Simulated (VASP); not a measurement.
A run of VASP 6.6.1:

Contents of INCAR:

```
PREC = Accurate ; ENCUT = 500
EDIFF = 1E-6 ; ISMEAR = 0
SIGMA = 0.1 ; LREAL = F
LASPH = T ; NELM = 120
ALGO = Normal ; ISIF = 2
LWAVE = F ; LCHARG = T
GGA = PS ; LELF = T
LVHAR = T ; NBANDS = 13
GGA_COMPAT = F
```

Contents of KPOINTS:

```
Automatic mesh
0
Gamma
  8 8 8
```

POSCAR

```
Pb
1.0
    0.0000000000      1.9610803102      1.9610803102
    1.9610803102      0.0000000000      1.9610803102
    1.9610803102      1.9610803102      0.0000000000
Pb
1
Direct
    0.0000000000      0.0000000000      0.0000000000
```

Potentials or basis: VASP PAW PBE potentials, release 64 (Pb_d).

Launch:

```console
$ cat potpaw_PBE.64/Pb_d/POTCAR > POTCAR
$ mpirun -np 1 vasp_std > vasp.out
```

Hardware: 1 thread of Intel(R) Xeon(R) Platinum 8559C (Emerald Rapids) (shared host).

Task: Estimate the wall time of this run.

Result: Run time: 3.7 s on 1 thread of Intel(R) Xeon(R) Platinum 8559C (Emerald Rapids), on a shared host, peak memory 0.12 GiB. Counts: scf iterations 11, k points 29.
